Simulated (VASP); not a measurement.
# TiCo (Pm-3m) in VASP: a series of runs

Aim: see how the results for TiCo move with the level of theory and the settings. Levels: PBE, LDA, PBEsol. Tasks: relaxation of cell and atoms, single point.

Everything below comes from runs of VASP 6.6.1. Logs are shortened: lines on timing, memory, paths and dates and some standing lists are left out, and cuts for length are marked.

### Step 1. The cell of the first run

The structure is cubic, space group Pm-3m (No. 221). The conventional cell has a = 2.986 Å, b = 2.986 Å, c = 2.986 Å, α = 90.00°, β = 90.00°, γ = 90.00°. Within 3.4 Å of Co (site symmetry m-3m) lie 8 Ti at 2.59 Å and 6 Co at 2.99 Å. Within 3.4 Å of Ti (site symmetry m-3m) lie 8 Co at 2.59 Å and 6 Ti at 2.99 Å.

### Step 2. Relaxation of cell and atoms, PBE, collinear spin, ferromagnetic start

The input, INCAR:

```
SYSTEM = TiCo
ALGO = Fast
EDIFF = 1E-6
EDIFFG = -0.01
ENCUT = 600
GGA = PE
IBRION = 2
ISIF = 3
ISMEAR = -1
ISPIN = 2
LASPH = .True.
LCHARG = .False.
LMAXMIX = 4
LORBIT = 11
LREAL = .False.
LWAVE = .False.
MAGMOM = 2 1
NELM = 150
NSW = 60
PREC = Accurate
SIGMA = 0.05
```

The input, KPOINTS:

```
k-points
0
Gamma
  9 9 9
  0 0 0
```

The input, POSCAR:

```
TiCo
1.0
    2.9861109900      0.0000000000      0.0000000000
    0.0000000000      2.9861109900      0.0000000000
    0.0000000000      0.0000000000      2.9861109900
Co Ti
1 1
Direct
    0.5000000000      0.5000000000      0.5000000000
    0.0000000000      0.0000000000      0.0000000000
```

Potentials or basis: VASP PAW PBE potentials, release 64 (Co, Ti_sv).

Command:

```
cat potpaw_PBE.64/Co/POTCAR potpaw_PBE.64/Ti_sv/POTCAR > POTCAR
mpirun -np 1 vasp_std > vasp.out
```

OUTCAR:

```text
SYSTEM = TiCo
   EDIFF = 1E-6
   EDIFFG = -0.01
   ENCUT = 600
   GGA = PE
   IBRION = 2
   ISIF = 3
   ISMEAR = -1
   ISPIN = 2
   LASPH = .True.
   LORBIT = 11
   LREAL = .False.
   NELM = 150
   NSW = 60
   PREC = Accurate

 ion  position               nearest neighbor table
   1  0.500  0.500  0.500-   2 2.59   2 2.59   2 2.59   2 2.59   2 2.59   2 2.59   2 2.59   2 2.59

   2  0.000  0.000  0.000-   1 2.59   1 2.59   1 2.59   1 2.59   1 2.59   1 2.59   1 2.59   1 2.59

  LATTYP: Found a simple cubic cell.
 ALAT       =     2.9861109900

  Lattice vectors:

 A1 = (   2.9861109900,   0.0000000000,   0.0000000000)
 A2 = (   0.0000000000,   2.9861109900,   0.0000000000)
 A3 = (   0.0000000000,   0.0000000000,   2.9861109900)

Analysis of symmetry for initial positions (statically):
=====================================================================
 Subroutine PRICEL returns:
 Original cell was already a primitive cell.

 Routine SETGRP: Setting up the symmetry group for a
 simple cubic supercell.

 Subroutine GETGRP returns: Found 48 space group operations
 (whereof 48 operations were pure point group operations)
 out of a pool of 48 trial point group operations.

The static configuration has the point symmetry O_h .

Analysis of symmetry for dynamics (positions and initial velocities):
=====================================================================
 Subroutine PRICEL returns:
 Original cell was already a primitive cell.

 Routine SETGRP: Setting up the symmetry group for a
 simple cubic supercell.

 Subroutine GETGRP returns: Found 48 space group operations
 (whereof 48 operations were pure point group operations)
 out of a pool of 48 trial point group operations.

The dynamic configuration has the point symmetry O_h .

Analysis of structural, dynamic, and magnetic symmetry:
=====================================================================
 Subroutine PRICEL returns:
 Original cell was already a primitive cell.

 Routine SETGRP: Setting up the symmetry group for a
 simple cubic supercell.

 Subroutine GETGRP returns: Found 48 space group operations
 (whereof 48 operations were pure point group operations)
 out of a pool of 48 trial point group operations.

The overall configuration has the point symmetry O_h .

 Subroutine INISYM returns: Found 48 space group operations
 (whereof 48 operations are pure point group operations),
 and found     1 'primitive' translations

----------------------------------------------------------------------------------------

                                     Primitive cell

  volume of cell :      26.6267

  direct lattice vectors                    reciprocal lattice vectors
     2.986110990  0.000000000  0.000000000     0.334883735  0.000000000  0.000000000
     0.000000000  2.986110990  0.000000000     0.000000000  0.334883735  0.000000000
     0.000000000  0.000000000  2.986110990     0.000000000  0.000000000  0.334883735

  length of vectors
     2.986110990  2.986110990  2.986110990     0.334883735  0.334883735  0.334883735

  position of ions in fractional coordinates (direct lattice)
     0.500000000  0.500000000  0.500000000
     0.000000000  0.000000000  0.000000000

  ion indices of the primitive-cell ions
   primitive index   ion index
                 1           1
                 2           2

----------------------------------------------------------------------------------------

 KPOINTS: k-points

Automatic generation of k-mesh.
 Grid dimensions read from file:
 generate k-points for:    9    9    9

 Generating k-lattice:

  Cartesian coordinates                     Fractional coordinates (reciprocal lattice)
     0.037209304  0.000000000  0.000000000     0.111111111  0.000000000  0.000000000
     0.000000000  0.037209304  0.000000000     0.000000000  0.111111111  0.000000000
     0.000000000  0.000000000  0.037209304     0.000000000  0.000000000  0.111111111

  Length of vectors
     0.037209304  0.037209304  0.037209304

  Shift w.r.t. Gamma in fractional coordinates (k-lattice)
     0.000000000  0.000000000  0.000000000

 Subroutine IBZKPT returns following result:
 ===========================================

 Found     35 irreducible k-points:

 Following reciprocal coordinates:
            Coordinates               Weight
  0.000000  0.000000  0.000000      1.000000
  0.111111  0.000000  0.000000      6.000000
  0.222222  0.000000  0.000000      6.000000
  0.333333  0.000000  0.000000      6.000000
  0.444444  0.000000  0.000000      6.000000
  0.111111  0.111111  0.000000     12.000000
[... 16 lines left out ...]
  0.333333  0.333333  0.111111     24.000000
  0.444444  0.333333  0.111111     48.000000
 [... further k-points ...]
   k-points           NKPTS =     35   k-points in BZ     NKDIM =     35   number of bands    NBANDS=     16
   number of dos      NEDOS =    301   number of ions     NIONS =      2
   total plane-waves  NPLWV =  13824
   dimension x,y,z NGX =    24 NGY =   24 NGZ =   24
   dimension x,y,z NGXF=    48 NGYF=   48 NGZF=   48
   ions per type =               1   1
   NGX,Y,Z   is equivalent  to a cutoff of  13.36, 13.36, 13.36 a.u.
   NGXF,Y,Z  is equivalent  to a cutoff of  26.72, 26.72, 26.72 a.u.
 SYSTEM =  TiCo
   PREC   = accura    normal or accurate (medium, high low for compatibility)
   ISTART =      0    job   : 0-new  1-cont  2-samecut
   ICHARG =      2    charge: 1-file 2-atom 10-const
   ISPIN  =      2    spin polarized calculation?
   LNONCOLLINEAR =      F non collinear calculations
   LSORBIT =      F    spin-orbit coupling
   LASPH  =      T    aspherical Exc in radial PAW
   ENCUT  =  600.0 eV  44.10 Ry    6.64 a.u.   5.96  5.96  5.96*2*pi/ulx,y,z
   NELM   =    150;   NELMIN=  2; NELMDL= -5     # of ELM steps
   EDIFF  = 0.1E-05   stopping-criterion for ELM
   LREAL  =      F    real-space projection
   EDIFFG = -.1E-01   stopping-criterion for IOM
   NSW    =     60    number of steps for IOM
   IBRION =      2    ionic relax: 0-MD 1-quasi-New 2-CG
   NFREE  =      1    steps in history (QN), initial steepest desc. (CG)
   ISIF   =      3    stress and relaxation
   ISYM   =      2    0-nonsym 1-usesym 2-fastsym
   POTIM  = 0.5000    time-step for ionic-motion
   TEBEG  =    0.0;   TEEND  =   0.0 temperature during run
   PSTRESS=    0.0 pullay stress
   NELECT =      21.0000    total number of electrons
   NUPDOWN=      -1.0000    fix difference up-down
   EMIN   =  10.00;   EMAX   =-10.00  energy-range for DOS
   EFERMI =   0.00;   METHOD = LEGACY
   ISMEAR =    -1;   SIGMA  =   0.05  broadening in eV -4-tet -1-fermi 0-gaus
   EFERMI_NEDOS =   21; number of points for ismear=-14 and -15
   IALGO  =     68    algorithm
   IMIX   =      4    mixing-type and parameters
     AMIX     =   0.40;   BMIX     =  1.00
     AMIX_MAG =   1.60;   BMIX_MAG =  1.00
  volume/ion in A,a.u.               =      13.31        89.84
  Fermi-wavevector in a.u.,A,eV,Ry     =   1.512546  2.858298 31.127355  2.287796
  Thomas-Fermi vector in A             =   2.622456
   LORBIT       =     11    0 simple, 1 ext, 2 COOP (PROOUT), +10 PAW based schemes
   GGA     = PE    functional components
   LHFCALC =     F    Hartree Fock is set to
   AEXX    =    0.0000 exact exchange contribution
   IVDW    =     0    specifies the selected vdW correction
   LEPSILON=     F    determine dielectric tensor
   LRPA    =     F    only Hartree local field effects (RPA)
 conjugate gradient relaxation of ions
 spin polarized calculation
 RMM-DIIS sequential band-by-band and
  energy-cutoff  :      600.00
  volume of cell :       26.63
 maximum number of plane-waves:       905
 NGX is ok and might be reduce to    24
   NGX = 11   NGY = 11   NGZ = 11

--------------------------------------- Ionic step        1  -------------------------------------------

 number of electron      20.9999983 magnetization       0.7935505

 Free energy of the ion-electron system (eV)
  ---------------------------------------------------
  ext. energy  EPLUGINS =         0.00000000
  ---------------------------------------------------
  free energy    TOTEN  =       -15.68292648 eV

  energy without entropy =      -15.66532874  energy(sigma->0) =      -15.67412761

 E-fermi :   9.9517     XC(G=0): -12.5741

 val. band max:        9.9495013397   @ k =   0.3333   0.2222   0.0000
 cond. band min:       9.9722919642   @ k =   0.3333   0.3333   0.1111
 fundamental gap:      0.0227906245
 Fermi energy:         9.9516704949

 spin component 1

 k-point     1 :       0.0000    0.0000    0.0000
  band No.  band energies     occupation
      1     -47.2203      1.00000
      2     -23.3138      1.00000
      3     -23.3138      1.00000
      4     -23.3138      1.00000
      5       2.2491      1.00000
      6       5.7863      1.00000
[... 8 lines left out ...]
     15      12.5976      0.00000
     16      18.8573      0.00000
[... 955 lines left out ...]
 POSITION                                       TOTAL-FORCE (eV/Angst)
 -----------------------------------------------------------------------------------
      1.48625      1.48625      1.48625        -0.000000      0.000000      0.000000
      0.00000      0.00000      0.00000         0.000000      0.000000      0.000000
 -----------------------------------------------------------------------------------
    total drift:                                0.000000      0.000000     -0.000000

  FREE ENERGIE OF THE ION-ELECTRON SYSTEM (eV)
  ---------------------------------------------------
  free  energy   TOTEN  =       -15.6830518983 eV

  energy  without entropy=      -15.6655715687  energy(sigma->0) =      -15.67431173

--------------------------------------- Ionic step        3  -------------------------------------------

 number of electron      20.9999984 magnetization       0.7794702

 Free energy of the ion-electron system (eV)
  ---------------------------------------------------
  ext. energy  EPLUGINS =         0.00000000
  ---------------------------------------------------
  free energy    TOTEN  =       -15.68362427 eV

  energy without entropy =      -15.66607379  energy(sigma->0) =      -15.67484903

 E-fermi :  10.0476     XC(G=0): -12.6126

 val. band max:       10.0353470682   @ k =   0.3333   0.3333   0.2222
 cond. band min:      10.0527719421   @ k =   0.3333   0.2222   0.0000
 fundamental gap:      0.0174248739
 Fermi energy:        10.0476465325

 spin component 1

 k-point     1 :       0.0000    0.0000    0.0000
  band No.  band energies     occupation
      1     -47.1178      1.00000
      2     -23.2090      1.00000
      3     -23.2090      1.00000
      4     -23.2090      1.00000
      5       2.3120      1.00000
      6       5.8525      1.00000
[... 8 lines left out ...]
     15      12.7158      0.00000
     16      19.0037      0.00000
[... 919 lines left out ...]
 POSITION                                       TOTAL-FORCE (eV/Angst)
 -----------------------------------------------------------------------------------
      1.48947      1.48947      1.48947        -0.000000      0.000000      0.000000
      0.00000      0.00000      0.00000         0.000000      0.000000      0.000000
 -----------------------------------------------------------------------------------
    total drift:                                0.000000      0.000000     -0.000000

  FREE ENERGIE OF THE ION-ELECTRON SYSTEM (eV)
  ---------------------------------------------------
  free  energy   TOTEN  =       -15.6836242703 eV

  energy  without entropy=      -15.6660737914  energy(sigma->0) =      -15.67484903

 reached required accuracy - stopping structural energy minimisation

 total charge

# of ion       s       p       d       tot
------------------------------------------
    1        0.527   0.461   7.313   8.301
    2        2.248   6.182   1.866  10.296
--------------------------------------------------
tot          2.775   6.643   9.179  18.598

 magnetization (x)

# of ion       s       p       d       tot
------------------------------------------
    1        0.025  -0.007   0.839   0.857
    2       -0.003  -0.013  -0.012  -0.028
--------------------------------------------------
tot          0.023  -0.020   0.827   0.829
```

Run time: 74 s. Hardware: 1 thread of Intel Xeon Platinum 8488C (Sapphire Rapids), shared host; peak memory 0.17 GiB.

What came out:

| Property | Result |
| --- | --- |
| Free energy | -15.6836 eV |
| Relaxed volume | 13.22 Å³/atom |
| Relaxed cell | a = 2.979 Å, b = 2.979 Å, c = 2.979 Å, α = 90.00°, β = 90.00°, γ = 90.00° |
| Space group after relaxing (to 0.05 Å) | Pm-3m (No. 221) |
| Energy gained by relaxing | 0.3 meV/atom |
| Ionic steps | 3 |
| Pressure after relaxing | 0.1 GPa |
| Net moment | 0.78 μB per cell |
| Site moments | Co +0.86; Ti -0.03 μB |
| Valence electrons inside the program's atomic spheres | Co 8.30; Ti 10.30 |

Step by step:
| step | energy change (eV) | largest force (eV/Å) | pressure (GPa) | volume (Å³) |
| --- | --- | --- | --- | --- |
| 1 | 0.0000 | 0.0000 | -1.14 | 26.63 |
| 2 | -0.0001 | 0.0000 | 1.06 | 26.26 |
| 3 | -0.0007 | 0.0000 | 0.09 | 26.44 |

Final structure:
```yaml
crystal:
  lattice:
    - [2.97893, 0.00000, 0.00000]
    - [0.00000, 2.97893, 0.00000]
    - [0.00000, 0.00000, 2.97893]
  atoms:
    - { symbol: Co, position: [0.50000, 0.50000, 0.50000] }
    - { symbol: Ti, position: [0.00000, 0.00000, 0.00000] }
```

(Part 1 of 2 ends here.)
